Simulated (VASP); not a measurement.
A run of VASP 6.6.1 is set up as follows.

The input INCAR:

```
SYSTEM = Bi2Se3
PREC = Accurate ; ENCUT = 520
EDIFF = 1E-6 ; ISMEAR = -1
SIGMA = 0.1 ; LREAL = .False.
LASPH = .True. ; NELM = 60
ALGO = Normal ; ISIF = 2
LWAVE = .False. ; LCHARG = .False.
GGA = PE ; NBANDS = 32
```

KPOINTS

```
Automatic mesh
0
Gamma
  9 9 9
  0 0 0
```

File POSCAR:

```
Bi2Se3
1.0
    4.1808750000      0.0000000000      0.0000000000
   -2.0904370000      3.6207460000      0.0000000000
   -2.0904370000      1.2069150000      9.6902400000
Bi Se
2 3
Direct
    0.4000000000      0.6000000000      0.2000000000
    0.6000000000      0.4000000000      0.8000000000
    0.0000000000      0.0000000000      0.0000000000
    0.2095000000      0.7905000000      0.6285000000
    0.7905000000      0.2095000000      0.3715000000
```

Potentials or basis: VASP PAW PBE potentials, release 64 (Bi_d, Se).

Run with:

```sh
$ cat potpaw_PBE.64/Bi_d/POTCAR potpaw_PBE.64/Se/POTCAR > POTCAR
$ mpirun -np 1 vasp_std > vasp.out
```

**Question.** What does it give for the pressure?

**Answer.** -0.6 GPa.

**Question.** Estimate the band gap on the k mesh.

**Answer.** 0.21 eV, direct.

Forces in eV/Å, atoms in the order of the input:
```
Bi   0.000  0.000  0.495
Bi   0.000  0.000 -0.495
Se   0.000  0.000  0.000
Se   0.000  0.000  0.614
Se   0.000  0.000 -0.614
```

Caveat: spin-orbit coupling is left out, which moves the levels of the heavy elements. A k mesh can miss the band edges.
